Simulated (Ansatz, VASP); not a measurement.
**One calculation of NaI, two programs**

```
Na I
1.0
     4.04539    0.00485    0.00485
     0.00485    4.04539    0.00485
     0.00485    0.00485    4.04539
Na I
1 1
Direct
  0.00000 0.00000 0.00000
  0.50000 0.50000 0.50000
```

Change from the starting cell: shear_111 strain +0.4%.

Alike in both runs: task single point; functional HSE06; k mesh 4 × 4 × 4; no spin polarisation.

|  | VASP | Ansatz |
| --- | --- | --- |
| version | VASP 6.6.1 | Ansatz 0.2.0 |
| potentials or method | VASP PAW PBE potentials, release 64 (Na_pv, I) | plane waves, PAW |
| plane-wave cutoff (eV) | 520 | 420 |
| occupations | gaussian, width 0.01 eV | fixed |
| valence electrons in the cell | 14 | 26 |

```csv
,VASP,Ansatz,Ansatz less VASP
gap on the k mesh at the Fermi level (eV),3.22,3.24,+0.018
pressure (GPa),0.1,0.1,+0.01
```

VASP's potentials hold 14 valence electrons a cell and Ansatz's 26, so a difference there can come from the potentials and not from the codes. Ansatz's warnings: stress exchange threshold loose, stress scf threshold loose.

Neither program's run includes spin-orbit coupling.
